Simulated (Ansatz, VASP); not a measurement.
Sb: VASP beside Ansatz

```
Sb
1.0
     3.39131    0.00000    0.00000
    -1.69566    2.93696    0.00000
     0.00000    0.00000    5.36530
Sb
2
Direct
  0.33333 0.66667 0.25000
  0.66667 0.33333 0.75000
```

Change from the starting cell: volume scaled by 1.02, crystal datasets.

Alike in both runs: task electric field gradients; functional PBE; k mesh 12 × 12 × 7; occupations fermi-dirac, width 0.05 eV; no spin polarisation.

```csv
,VASP,Ansatz
version,VASP 6.6.1,Ansatz 0.2.0
potentials or method,"VASP PAW PBE potentials, release 64 (Sb), cutoff 520 eV","all-electron PAW with datasets made for the crystal, scalar-relativistic"
```

|  | VASP | Ansatz | Ansatz less VASP |
| --- | --- | --- | --- |
| pressure (GPa) | 1.5 | 1.6 | +0.14 |
| traceless stress, the component that is largest in VASP (GPa) | -0.73 | -0.73 | +0.005 |
| size of Vzz on the site where it differs most (V/Å²) | 21.8 | 23.3 | +1.52 |

Ansatz ran all-electron here, and VASP with PAW potentials.

Spin-orbit coupling is off throughout.
